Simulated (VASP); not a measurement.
## BP: relaxation of cell and atoms with LDA

Crystal: BP.

```
B P
1.0
     0.00000    2.24538    2.24538
     2.24538    0.00000    2.24538
     2.24538    2.24538    0.00000
B P
1 1
Cartesian
  0.0000 0.0000 0.0000
  3.3681 3.3681 3.3681
```

```json
{
 "Program": "VASP 6.6.1",
 "Task": "relaxation of cell and atoms",
 "Functional": "LDA",
 "Potentials or basis": "VASP PAW LDA potentials, release 64 (B, P)",
 "Cutoff": "600 eV",
 "k mesh": "8 × 8 × 8",
 "Occupations": "gaussian, width 0.01 eV",
 "Spin": "no spin polarisation",
 "Target pressure": "10 GPa",
 "Dipole correction": "no",
 "Further INCAR settings": "ALGO = Normal; EDIFF = 1e-06; IBRION = 2; EDIFFG = -0.002; NSW = 100; ISIF = 3"
}
```

```yaml
Relaxed_volume: 10.74 Å³/atom
Relaxed_cell: a = 3.120 Å, b = 3.120 Å, c = 3.120 Å, α = 60.00°, β = 60.00°, γ = 60.00°
Space_group_after_relaxing_to_0.05_Å: F-43m (No. 216)
Energy_change_on_relaxing_the_enthalpy_is_what_falls: +17.1 meV/atom
Ionic_steps: 6
Pressure_after_relaxing: 10.0 GPa
Band_gap_on_the_k_mesh: 1.13 eV, indirect (least direct gap 3.52 eV)
```

The path:
```tsv
step	energy change (eV)	largest force (eV/Å)	pressure (GPa)	volume (Å³)
1	0.0000	0.0000	-0.12	22.64
2	0.1442	0.0000	22.32	20.38
3	0.0335	0.0000	9.90	21.50
4	0.0349	0.0000	10.11	21.47
5	0.0336	0.0000	9.91	21.49
6	0.0341	0.0000	9.99	21.49
```

Final structure:
```cif
data_structure
_symmetry_space_group_name_H-M 'P 1'
_symmetry_Int_Tables_number 1
_cell_length_a 3.1205
_cell_length_b 3.1205
_cell_length_c 3.1205
_cell_angle_alpha 60.000
_cell_angle_beta 60.000
_cell_angle_gamma 60.000
_cell_volume 21.49
loop_
_atom_site_label
_atom_site_type_symbol
_atom_site_fract_x
_atom_site_fract_y
_atom_site_fract_z
_atom_site_occupancy
B1 B 0.00000 0.00000 0.00000 1
P1 P 0.75000 0.75000 0.75000 1
```

Levels at points of the mesh, in eV from the valence-band top:
| k point | band 2 | band 3 | band 4 | band 5 | band 6 | band 7 |
| --- | --- | --- | --- | --- | --- | --- |
| (0.00, 0.00, 0.00) | 0.00 | 0.00 | 0.00 | 3.52 | 3.52 | 3.52 |
| (0.50, 0.00, 0.00) | -9.62 | -1.85 | -1.85 | 4.30 | 4.74 | 4.74 |
| (0.50, 0.50, 0.00) | -8.92 | -4.41 | -4.41 | 1.14 | 1.49 | 12.80 |

Run time: 12 s on 1 thread of AMD EPYC 9R45 96-Core Processor (Zen 5), with other jobs on the host, peak memory 0.11 GiB.

Caveat: the cell is relaxed towards a set pressure, so the enthalpy falls and the energy may rise. Zero-point motion and thermal expansion aren't in these numbers.
